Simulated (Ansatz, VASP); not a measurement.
Two plane-wave programs on C

```
CELL_PARAMETERS angstrom
2.45885 0.00000 0.00000
0.00000 4.26148 0.00000
0.00000 0.00000 26.68162
ATOMIC_POSITIONS crystal
C 0.50000 0.18056 0.29938
C 0.00000 0.27317 0.31721
C 0.00000 0.48532 0.36052
C 0.50000 0.58440 0.38125
C 0.50000 0.78376 0.42434
C 0.00000 0.88109 0.44575
C 0.00000 0.07536 0.48921
C 0.50000 0.17177 0.51079
C 0.50000 0.36605 0.55426
C 0.00000 0.46338 0.57567
C 0.00000 0.66277 0.61875
C 0.50000 0.76186 0.63948
C 0.50000 0.97405 0.68278
C 0.00000 0.06668 0.70061
```

Alike in both runs: functional PBEsol; k mesh 11 × 6 × 1; occupations gaussian, width 0.05 eV; no spin polarisation.

Ansatz relaxed the structure, and its values are those at the end. VASP's run is a single point on that final structure, the one shown.

```csv
,VASP,Ansatz
version,VASP 6.6.1,Ansatz 0.2.0
potentials or method,"VASP PAW PBE potentials, release 64 (C), cutoff 520 eV","scalar-relativistic, plane waves, PAW"
valence electrons in the cell,56,56
```

|  | VASP | Ansatz | Ansatz less VASP |
| --- | --- | --- | --- |
| gap on the k mesh at the Fermi level (eV) | none | none | - |
| rms of the force components (eV/Å) | 0.011 | 0.001 | -0.0094 |

VASP's potentials were made for PBE, not for PBEsol. A gap of «none» marks a metal or a gap that the smearing closes.
